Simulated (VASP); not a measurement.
A run of VASP 6.6.1 is set up as follows.

Contents of INCAR:

```
PREC = Accurate
ENCUT = 400
EDIFF = 1E-6
ISMEAR = -1
SIGMA = 0.05
LREAL = Auto
LASPH = True
NELM = 120
ALGO = Normal
ISIF = 2
LWAVE = False
LCHARG = False
GGA = PS
NELECT = 118.0
NBANDS = 74
GGA_COMPAT = False
ISYM = -1
```

Contents of KPOINTS:

```
explicit points
4
Reciprocal
  0.25000000   0.25000000   0.25000000 2
  0.25000000   0.25000000   0.75000000 2
  0.25000000   0.75000000   0.25000000 2
  0.25000000   0.75000000   0.75000000 2
```

The input POSCAR:

```
Na8Cl9
1.0
    0.0000000000      5.6000000000      5.6000000000
    5.6000000000      0.0000000000      5.6000000000
    5.6000000000      5.6000000000      0.0000000000
Cl Na
9 8
Direct
    0.7551840000      0.2450910000      0.2503850000
    0.2466350000      0.7497340000      0.7478140000
    0.2492740000      0.7521510000      0.2510300000
    0.7486500000      0.2517300000      0.7493200000
    0.2505380000      0.2481310000      0.7508700000
    0.7474920000      0.7491700000      0.2542200000
    0.2522220000      0.2519410000      0.2483830000
    0.7490240000      0.7542190000      0.7534940000
    0.6263000000      0.6236000000      0.1233130000
    0.0031160000      0.0032570000      0.9989710000
    0.5024330000      0.5030930000      0.4941830000
    0.0014100000      0.9995660000      0.4989100000
    0.5000320000      0.4975870000      0.0023360000
    0.0014890000      0.5007450000      0.0018400000
    0.4994290000      0.9956530000      0.5000270000
    0.4987910000      0.9957630000      0.0090510000
    0.0039630000      0.4979000000      0.4975370000
```

Potentials or basis: VASP PAW PBE potentials, release 64 (Cl, Na_pv).

Command:

```sh
$ cat potpaw_PBE.64/Cl/POTCAR potpaw_PBE.64/Na_pv/POTCAR > POTCAR
$ mpirun -np 1 vasp_std > vasp.out
```

(1) What does it give for the largest force?

Answers

(1) 2.458 eV/Å.

Caveat: the cell carries a net charge on a neutralising background, which shifts energy and pressure; the PAW data sets were made with another functional, which shifts forces and pressure a little.
